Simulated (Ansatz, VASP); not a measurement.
# Cr3N in VASP and in Ansatz

```
Cr N
1.0
     4.28174    0.00000    0.00000
     0.00000    4.28174    0.00000
     0.00000    0.00000    4.28174
Cr N
6 2
Direct
  0.25000 0.00000 0.50000
  0.50000 0.75000 0.00000
  0.75000 0.00000 0.50000
  0.50000 0.25000 0.00000
  0.00000 0.50000 0.75000
  0.00000 0.50000 0.25000
  0.00000 0.00000 0.00000
  0.50000 0.50000 0.50000
```

Change from the starting cell: species swapped into the V3Ir type (Pm-3n, No. 223).

Alike in both runs: functional PBE; k mesh 10 × 10 × 10; occupations gaussian, width 0.1 eV; no spin polarisation.

Ansatz relaxed the structure, and its values are those at the end. VASP's run is a single point on that final structure, the one shown.

|  | VASP | Ansatz |
| --- | --- | --- |
| version | VASP 6.6.1 | Ansatz 0.2.0 |
| potentials or method | VASP PAW PBE potentials, release 64 (Cr_pv, N), cutoff 520 eV | scalar-relativistic, plane waves, PAW |
| valence electrons in the cell | 82 | 94 |

Ansatz gave:

```
gap on the k mesh at the Fermi level (eV) : none
pressure (GPa)                            : 0.0
```

Problem. What did VASP give for the same quantities?

Solution. gap on the k mesh at the Fermi level (eV): none; pressure (GPa): 0.1.

A gap of «none» marks a metal or a gap that the smearing closes. VASP's potentials hold 82 valence electrons a cell and Ansatz's 94, so a difference there can come from the potentials and not from the codes.
